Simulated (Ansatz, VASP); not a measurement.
**Ir: VASP beside Ansatz**

```
Ir
1.0
     0.00000    1.90609    1.90609
     1.90609    0.00000    1.90609
     1.90609    1.90609    0.00000
Ir
1
Direct
  0.00000 0.00000 0.00000
```

Alike in both runs: task single point; functional LDA; k mesh 9 × 9 × 9; occupations fermi-dirac, width 0.1 eV; no spin polarisation.

|  | VASP | Ansatz |
| --- | --- | --- |
| version | VASP 6.6.1 | Ansatz 0.2.0 |
| potentials or method | VASP PAW LDA potentials, release 64 (Ir), cutoff 520 eV | plane waves (420 eV) with PAW, scalar-relativistic |
| valence electrons in the cell | 9 | 17 |

VASP gave:

```
pressure (GPa) : 1.9
```

Estimate Ansatz's values.

pressure (GPa): -0.7.

Ansatz warns that its potentials were made for another functional, while VASP's fit it. LDA's correlation is that of Perdew and Zunger in VASP and of Perdew and Wang (1992) in Ansatz. VASP's potentials hold 9 valence electrons a cell and Ansatz's 17, so a difference there can come from the potentials and not from the codes.

Spin-orbit coupling is off throughout.
